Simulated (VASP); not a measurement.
# SiC18 in VASP: single point with PBE

Aim: the single point of SiC18 with PBE.

All numbers are computed with VASP 6.6.1; they aren't measurements. Logs are shortened: lines on timing, memory, paths and dates and some standing lists are left out, and cuts for length are marked.

### Step 1. The cell of the first run

The cell holds a slab with vacuum, 19 atoms: a = 7.398 Å, b = 7.398 Å, c = 11.000 Å, α = 90.00°, β = 90.00°, γ = 120.00°.

### Step 2. Single point, PBE, collinear spin

Contents of INCAR:

```
SYSTEM = SiC18
PREC = Accurate ; ENCUT = 520
EDIFF = 1E-7 ; ISMEAR = -1
SIGMA = 0.02 ; LREAL = Auto
LASPH = .True. ; NELM = 150
ALGO = Normal ; ISIF = 2
LWAVE = .False. ; LCHARG = .False.
ISPIN = 2 ; MAGMOM = 0 0 0 0 0 0 0 0 0 0 0 0 0 0 0 0 0 0 0.22
LORBIT = 11 ; GGA = PE
NBANDS = 57
```

Contents of KPOINTS:

```
regular mesh
0
Gamma
  2 2 1
  0 0 0
```

Contents of POSCAR:

```
SiC18
1.0
    7.3980000000      0.0000000000      0.0000000000
   -3.6990000000      6.4068560000      0.0000000000
    0.0000000000      0.0000000000     11.0000000000
C Si
18 1
Direct
    0.0064740247      0.0053500500      0.0868510909
    0.2276104680      0.1135369673      0.0860659091
    0.0047777496      0.3350699626      0.0882183636
    0.2268259687      0.4460290664      0.0911055455
    0.0046173847      0.6670138989      0.0971657273
    0.2284248759      0.7801857885      0.0940378182
    0.3378294500      0.0013777428      0.0882119091
    0.5596226336      0.1116542966      0.0856559091
    0.3378948878      0.3350741768      0.0882347273
    0.5591135003      0.4433748784      0.0896772727
    0.3381982405      0.6687768540      0.0938839091
    0.5593830981      0.7801876615      0.0940963636
    0.6711402331      0.0013710313      0.0882490909
    0.8935264565      0.1135308800      0.0860907273
    0.6702430489      0.3328972900      0.0851225455
    0.8918776339      0.4433689473      0.0896319091
    0.6700152969      0.6670224834      0.0972610000
    0.8947710101      0.7819175271      0.0907334545
    0.8610839658      0.7140338412      0.2751615455
```

Potentials or basis: VASP PAW PBE potentials, release 64 (C, Si).

Started as:

```
> cat potpaw_PBE.64/C/POTCAR potpaw_PBE.64/Si/POTCAR > POTCAR
> mpirun -np 1 vasp_std > vasp.out
```

OUTCAR:

```text
SYSTEM = SiC18
   PREC = Accurate
   ENCUT = 520
   EDIFF = 1E-7
   ISMEAR = -1
   LREAL = Auto
   LASPH = .True.
   NELM = 150
   ISIF = 2
   ISPIN = 2
   LORBIT = 11
   GGA = PE

 ion  position               nearest neighbor table
   1  0.006  0.005  0.087-  14 1.42   2 1.42  18 1.43
   2  0.228  0.114  0.086-   1 1.42   9 1.42   7 1.42
   3  0.005  0.335  0.088-  16 1.42  14 1.42   4 1.42
   4  0.227  0.446  0.091-   9 1.42   3 1.42  11 1.43
   5  0.005  0.667  0.097-   6 1.43  16 1.44  18 1.44  19 2.33
   6  0.228  0.780  0.094-  11 1.42   7 1.42   5 1.43
   7  0.338  0.001  0.088-   6 1.42   8 1.42   2 1.42
   8  0.560  0.112  0.086-  15 1.42   7 1.42  13 1.42
   9  0.338  0.335  0.088-  10 1.42   2 1.42   4 1.42
  10  0.559  0.443  0.090-   9 1.42  15 1.42  17 1.44
  11  0.338  0.669  0.094-   6 1.42  12 1.42   4 1.43
  12  0.559  0.780  0.094-  11 1.42  13 1.42  17 1.43
  13  0.671  0.001  0.088-  12 1.42   8 1.42  14 1.43
  14  0.894  0.114  0.086-   1 1.42   3 1.42  13 1.43
  15  0.670  0.333  0.085-   8 1.42  10 1.42  16 1.42
  16  0.892  0.443  0.090-   3 1.42  15 1.42   5 1.44
  17  0.670  0.667  0.097-  12 1.43  10 1.44  18 1.44  19 2.34
  18  0.895  0.782  0.091-   1 1.43   5 1.44  17 1.44  19 2.07
  19  0.861  0.714  0.275-  18 2.07   5 2.33  17 2.34

  LATTYP: Found a hexagonal cell.
 ALAT       =     7.3980000000
 C/A-ratio  =     1.4868883482

  Lattice vectors:

 A1 = (   7.3980000000,   0.0000000000,   0.0000000000)
 A2 = (  -3.6990000000,   6.4068560000,   0.0000000000)
 A3 = (   0.0000000000,   0.0000000000,  11.0000000000)

Analysis of symmetry for initial positions (statically):
=====================================================================
 Subroutine PRICEL returns:
 Original cell was already a primitive cell.

 Routine SETGRP: Setting up the symmetry group for a
 hexagonal supercell.

 Subroutine GETGRP returns: Found  1 space group operations
 (whereof  1 operations were pure point group operations)
 out of a pool of 24 trial point group operations.

The static configuration has the point symmetry C_1 .

Analysis of symmetry for dynamics (positions and initial velocities):
=====================================================================
 Subroutine PRICEL returns:
 Original cell was already a primitive cell.

 Routine SETGRP: Setting up the symmetry group for a
 hexagonal supercell.

 Subroutine GETGRP returns: Found  1 space group operations
 (whereof  1 operations were pure point group operations)
 out of a pool of 24 trial point group operations.

The dynamic configuration has the point symmetry C_1 .

Analysis of structural, dynamic, and magnetic symmetry:
=====================================================================
 Subroutine PRICEL returns:
 Original cell was already a primitive cell.

 Routine SETGRP: Setting up the symmetry group for a
 hexagonal supercell.

 Subroutine GETGRP returns: Found  1 space group operations
 (whereof  1 operations were pure point group operations)
 out of a pool of 24 trial point group operations.

The overall configuration has the point symmetry C_1 .

 Subroutine INISYM returns: Found  1 space group operations
 (whereof  1 operations are pure point group operations),
 and found     1 'primitive' translations

----------------------------------------------------------------------------------------

                                     Primitive cell

  volume of cell :     521.3771

  direct lattice vectors                    reciprocal lattice vectors
     7.398000000  0.000000000  0.000000000     0.135171668  0.078041398  0.000000000
    -3.699000000  6.406856000  0.000000000     0.000000000  0.156082796  0.000000000
     0.000000000  0.000000000 11.000000000     0.000000000  0.000000000  0.090909091

  length of vectors
     7.398000000  7.398000054 11.000000000     0.156082797  0.156082796  0.090909091

  position of ions in fractional coordinates (direct lattice)
     0.006474025  0.005350050  0.086851091
     0.227610468  0.113536967  0.086065909
     0.004777750  0.335069963  0.088218364
     0.226825969  0.446029066  0.091105545
     0.004617385  0.667013899  0.097165727
     0.228424876  0.780185788  0.094037818
[... 11 lines left out ...]
     0.894771010  0.781917527  0.090733454
     0.861083966  0.714033841  0.275161545

  ion indices of the primitive-cell ions
   primitive index   ion index
                 1           1
                 2           2
                 3           3
                 4           4
                 5           5
                 6           6
[... 11 lines left out ...]
                18          18
                19          19

----------------------------------------------------------------------------------------

 KPOINTS: regular mesh

Automatic generation of k-mesh.
 Grid dimensions read from file:
 generate k-points for:    2    2    1

 Generating k-lattice:

  Cartesian coordinates                     Fractional coordinates (reciprocal lattice)
     0.067585834  0.039020699  0.000000000     0.500000000 -0.000000000  0.000000000
     0.000000000  0.078041398  0.000000000     0.000000000  0.500000000  0.000000000
     0.000000000  0.000000000  0.090909091     0.000000000  0.000000000  1.000000000

  Length of vectors
     0.078041399  0.078041398  0.090909091

  Shift w.r.t. Gamma in fractional coordinates (k-lattice)
     0.000000000  0.000000000  0.000000000

 Subroutine IBZKPT returns following result:
 ===========================================

 Found      4 irreducible k-points:

 Following reciprocal coordinates:
            Coordinates               Weight
  0.000000  0.000000  0.000000      1.000000
  0.500000 -0.000000  0.000000      1.000000
  0.000000  0.500000  0.000000      1.000000
  0.500000  0.500000  0.000000      1.000000
   k-points           NKPTS =      4   k-points in BZ     NKDIM =      4   number of bands    NBANDS=     57
   number of dos      NEDOS =    301   number of ions     NIONS =     19
   total plane-waves  NPLWV = 263424
   dimension x,y,z NGX =    56 NGY =   56 NGZ =   84
   dimension x,y,z NGXF=   112 NGYF=  112 NGZF=  168
   ions per type =              18   1
   NGX,Y,Z   is equivalent  to a cutoff of  12.58, 12.58, 12.70 a.u.
   NGXF,Y,Z  is equivalent  to a cutoff of  25.17, 25.17, 25.39 a.u.
 SYSTEM =  SiC18
   PREC   = accura    normal or accurate (medium, high low for compatibility)
   ISTART =      0    job   : 0-new  1-cont  2-samecut
   ICHARG =      2    charge: 1-file 2-atom 10-const
   ISPIN  =      2    spin polarized calculation?
   LNONCOLLINEAR =      F non collinear calculations
   LSORBIT =      F    spin-orbit coupling
   LASPH  =      T    aspherical Exc in radial PAW
   ENCUT  =  520.0 eV  38.22 Ry    6.18 a.u.  13.76 13.76 20.45*2*pi/ulx,y,z
   NELM   =    150;   NELMIN=  2; NELMDL= -5     # of ELM steps
   EDIFF  = 0.1E-06   stopping-criterion for ELM
   LREAL  =      T    real-space projection
   EDIFFG = 0.1E-05   stopping-criterion for IOM
   NSW    =      0    number of steps for IOM
   IBRION =     -1    ionic relax: 0-MD 1-quasi-New 2-CG
   NFREE  =      0    steps in history (QN), initial steepest desc. (CG)
   ISIF   =      2    stress and relaxation
   ISYM   =      2    0-nonsym 1-usesym 2-fastsym
   POTIM  = 0.5000    time-step for ionic-motion
   TEBEG  =    0.0;   TEEND  =   0.0 temperature during run
   PSTRESS=    0.0 pullay stress
   NELECT =      76.0000    total number of electrons
   NUPDOWN=      -1.0000    fix difference up-down
   EMIN   =  10.00;   EMAX   =-10.00  energy-range for DOS
   EFERMI =   0.00;   METHOD = LEGACY
   ISMEAR =    -1;   SIGMA  =   0.02  broadening in eV -4-tet -1-fermi 0-gaus
   EFERMI_NEDOS =   21; number of points for ismear=-14 and -15
   IALGO  =     38    algorithm
   IMIX   =      4    mixing-type and parameters
     AMIX     =   0.40;   BMIX     =  1.00
     AMIX_MAG =   1.60;   BMIX_MAG =  1.00
  volume/ion in A,a.u.               =      27.44       185.18
  Fermi-wavevector in a.u.,A,eV,Ry     =   0.861580  1.628149 10.099867  0.742319
  Thomas-Fermi vector in A             =   1.979254
   LORBIT       =     11    0 simple, 1 ext, 2 COOP (PROOUT), +10 PAW based schemes
   GGA     = PE    functional components
   LHFCALC =     F    Hartree Fock is set to
   AEXX    =    0.0000 exact exchange contribution
   IVDW    =     0    specifies the selected vdW correction
   LEPSILON=     F    determine dielectric tensor
   LRPA    =     F    only Hartree local field effects (RPA)
 spin polarized calculation
  energy-cutoff  :      520.00
  volume of cell :      521.38
 maximum number of plane-waves:     14099
 NGX is ok and might be reduce to    56
   NGX = 27   NGY = 27   NGZ = 41

 number of electron      75.9999999 magnetization       0.9999893

 Free energy of the ion-electron system (eV)
  ---------------------------------------------------
  ext. energy  EPLUGINS =         0.00000000
  ---------------------------------------------------
  free energy    TOTEN  =      -167.42614707 eV

  energy without entropy =     -167.41918911  energy(sigma->0) =     -167.42266809

 E-fermi :  -0.6782     XC(G=0):  -4.4542

 val. band max:       -0.6785097598   @ k =   0.5000  -0.0000   0.0000
 cond. band min:      -0.6777903323   @ k =   0.5000   0.5000   0.0000
 fundamental gap:      0.0007194276
 Fermi energy:        -0.6781747559

 spin component 1

 k-point     1 :       0.0000    0.0000    0.0000
  band No.  band energies     occupation
      1     -20.7425      1.00000
      2     -18.5513      1.00000
      3     -18.1163      1.00000
      4     -18.0852      1.00000
      5     -17.9856      1.00000
      6     -17.9447      1.00000
[... 42 lines left out ...]
     49       3.8564      0.00000
     50       3.9005      0.00000
[... 157 lines left out ...]
     49       4.1932      0.00000
     50       4.7969      0.00000
 Fermi energy:        -0.6781747559

 spin component 2

 k-point     1 :       0.0000    0.0000    0.0000
  band No.  band energies     occupation
      1     -20.7242      1.00000
      2     -18.5332      1.00000
      3     -18.1056      1.00000
      4     -18.0616      1.00000
      5     -17.9699      1.00000
      6     -17.9253      1.00000
[... 42 lines left out ...]
     49       3.9457      0.00000
     50       3.9560      0.00000
[... 157 lines left out ...]
     49       4.3672      0.00000
     50       4.9091      0.00000
 [bands above 50 left out]

------------------------ aborting loop because EDIFF is reached ----------------------------------------

  FORCE on cell =-STRESS in cart. coord.  units (eV):
  Direction    XX          YY          ZZ          XY          YZ          ZX
  --------------------------------------------------------------------------------------
  -------------------------------------------------------------------------------------
  Total        3.4653363      6.7958559     -0.1065547     -0.0086859      0.0183766      0.0077730
  in kB       10.6488816     20.8834750     -0.3274397     -0.0266914      0.0564708      0.0238861
  external PRESSURE =      10.4016390 kB  Pullay stress =       0.0000000 kB

 VOLUME and BASIS-vectors are now :
 -----------------------------------------------------------------------------
  energy-cutoff  :      520.00
  volume of cell :      521.38
      direct lattice vectors                 reciprocal lattice vectors
     7.398000000  0.000000000  0.000000000     0.135171668  0.078041398  0.000000000
    -3.699000000  6.406856000  0.000000000     0.000000000  0.156082796  0.000000000
     0.000000000  0.000000000 11.000000000     0.000000000  0.000000000  0.090909091

 POSITION                                       TOTAL-FORCE (eV/Angst)
 -----------------------------------------------------------------------------------
      0.02810      0.03428      0.95536        -0.000476      0.004528     -0.003896
      1.26389      0.72742      0.94673        -0.002714     -0.007696      0.000263
     -1.20408      2.14675      0.97040         0.005271     -0.000176     -0.002461
      0.02820      2.85764      1.00216        -0.001809      0.003750     -0.001411
     -2.43313      4.27346      1.06882         0.004289     -0.000274      0.008239
     -1.19602      4.99854      1.03442        -0.001537     -0.003015      0.000195
[... 11 lines left out ...]
      3.72720      5.00963      0.99807        -0.011907      0.002695      0.010280
      3.72909      4.57471      3.02678         0.001990     -0.000569     -0.004638
 -----------------------------------------------------------------------------------
    total drift:                               -0.006342      0.022030      0.013888

  FREE ENERGIE OF THE ION-ELECTRON SYSTEM (eV)
  ---------------------------------------------------
  free  energy   TOTEN  =      -167.4261470671 eV

  energy  without entropy=     -167.4191891118  energy(sigma->0) =     -167.42266809

 total charge

# of ion       s       p       d       tot
------------------------------------------
    1        0.864   1.787   0.000   2.651
    2        0.861   1.801   0.000   2.662
    3        0.862   1.797   0.000   2.659
    4        0.861   1.786   0.000   2.647
    5        0.857   1.770   0.000   2.628
    6        0.860   1.795   0.000   2.655
[... 11 lines left out ...]
   18        0.860   1.796   0.000   2.656
   19        0.940   0.601   0.000   1.541
--------------------------------------------------
tot         16.440  32.849   0.000  49.289

 magnetization (x)

# of ion       s       p       d       tot
------------------------------------------
    1        0.001  -0.009   0.000  -0.008
    2        0.001   0.017   0.000   0.018
    3       -0.001  -0.005   0.000  -0.005
    4        0.001   0.024   0.000   0.025
    5       -0.000  -0.008   0.000  -0.009
    6        0.001   0.010   0.000   0.011
[... 11 lines left out ...]
   18        0.000   0.001   0.000   0.001
   19        0.007   0.258   0.000   0.265
--------------------------------------------------
tot          0.014   0.344   0.000   0.358
```

Wall time 6.5 min (1 thread of Intel Xeon Platinum 8488C (Sapphire Rapids), shared host); peak memory 0.81 GiB.

What came out:

- Free energy: -167.4261 eV
- Largest force: 0.016 eV/Å
- Net moment: 1.00 μB per cell
- Site moments: C -0.01, +0.02, +0.03, +0.01, +0.00, -0.00 (each value once); Si +0.27 μB
- Valence electrons inside the program's atomic spheres: C 2.65, 2.66, 2.63 (each value once); Si 1.54

Forces in eV/Å, atoms in the order of the input:
```
C    0.000  0.005 -0.004
C   -0.003 -0.008  0.000
C    0.005  0.000 -0.002
C   -0.002  0.004 -0.001
C    0.004  0.000  0.008
C   -0.002 -0.003  0.000
C    0.003 -0.005  0.003
C    0.005 -0.001 -0.002
C    0.005  0.007 -0.001
C    0.000  0.010 -0.002
C    0.007  0.000 -0.007
C   -0.001 -0.003  0.002
C   -0.002 -0.004  0.001
C   -0.007 -0.003 -0.005
C    0.008  0.004  0.001
C   -0.004  0.000 -0.001
C   -0.009 -0.005  0.004
C   -0.012  0.003  0.010
Si   0.002 -0.001 -0.005
```

Levels at points of the mesh, in eV from the Fermi level:
Spin up:
| k point | band 36 | band 37 | band 38 | band 39 | band 40 | band 41 |
| --- | --- | --- | --- | --- | --- | --- |
| (0.00, 0.00, 0.00) | -1.17 | -1.09 | -0.69 | -0.42 | 0.20 | 0.94 |
| (0.50, 0.00, 0.00) | -3.04 | -2.77 | -0.35 | 0.00 | 1.05 | 1.85 |
| (0.00, 0.50, 0.00) | -3.05 | -2.77 | -0.51 | 0.15 | 1.30 | 1.63 |
| (0.50, 0.50, 0.00) | -3.04 | -2.77 | -0.35 | 0.00 | 1.05 | 1.85 |
Spin down:
```csv
k point,band 34,band 35,band 36,band 37,band 38,band 39,band 40,band 41
"(0.00, 0.00, 0.00)",-3.45,-3.42,-1.05,-0.92,-0.58,-0.33,1.14,1.33
"(0.50, 0.00, 0.00)",-3.37,-3.15,-2.98,-2.74,0.32,0.59,1.16,1.92
"(0.00, 0.50, 0.00)",-3.42,-3.15,-3.00,-2.74,0.24,0.54,1.47,1.90
"(0.50, 0.50, 0.00)",-3.37,-3.15,-2.98,-2.74,0.32,0.59,1.16,1.92
```

Caveat: the k points lie up to 0.49 Å⁻¹ apart; there is no dipole correction, which matters where the two faces differ.
